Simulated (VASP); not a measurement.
Wanted: the native input for a VASP 6.6.1 run.

```
Task                   : relaxation of cell and atoms
Functional             : PBEsol
Potentials or basis    : VASP PAW PBE potentials, release 64 (W_sv)
Cutoff                 : 600 eV
k mesh                 : 24 × 24 × 24
Occupations            : fermi-dirac, width 0.08 eV
Spin                   : no spin polarisation
Target pressure        : 4 GPa
Dipole correction      : no
Further INCAR settings : ALGO = Normal; EDIFF = 1e-07; IBRION = 2; EDIFFG = -0.002; NSW = 100; ISIF = 3
```

The structure of W lies in POSCAR:

```
W
1.0
   -1.5770468706      1.5770468706      1.5770468706
    1.5770468706     -1.5770468706      1.5770468706
    1.5770468706      1.5770468706     -1.5770468706
W
1
Direct
    0.0000000000      0.0000000000      0.0000000000
```

One way to write it, as run:

INCAR

```
PREC = Accurate
ENCUT = 600
EDIFF = 1E-7
ISMEAR = -1
SIGMA = 0.08
LREAL = False
LASPH = True
NELM = 80
ALGO = Normal
ISIF = 3
LWAVE = False
LCHARG = False
GGA = PS
IBRION = 2
NSW = 100
EDIFFG = -0.002
PSTRESS = 40.0
```

KPOINTS

```
Automatic mesh
0
Gamma
  24 24 24
```

Potentials or basis: VASP PAW PBE potentials, release 64 (W_sv).

The run is started by

```bash
$ cat potpaw_PBE.64/W_sv/POTCAR > POTCAR
$ mpirun -np 1 vasp_std > vasp.out
```

Results of the run:

| Quantity | Value |
| --- | --- |
| Relaxed volume | 15.54 Å³/atom |
| Relaxed cell | a = 2.723 Å, b = 2.723 Å, c = 2.723 Å, α = 109.47°, β = 109.47°, γ = 109.47° |
| Space group after relaxing (to 0.1 Å) | Im-3m (No. 229) |
| Energy change on relaxing (the run minimises the enthalpy) | +2.3 meV/atom |
| Ionic steps | 4 |
| Pressure after relaxing | 4.0 GPa |
| Band gap on the k mesh | zero (bands 7 and 8 overlap by 6.60 eV) |

Caveat: the cell is relaxed towards a set pressure, so the run minimises the enthalpy, not the energy; the PAW data sets were made with another functional, which shifts forces and pressure a little; spin-orbit coupling is left out, which moves the levels of the heavy elements.

Run time: 2.4 min on 1 thread of AMD EPYC 7R13 Processor (Zen 3), with other jobs on the host, peak memory 0.19 GiB.
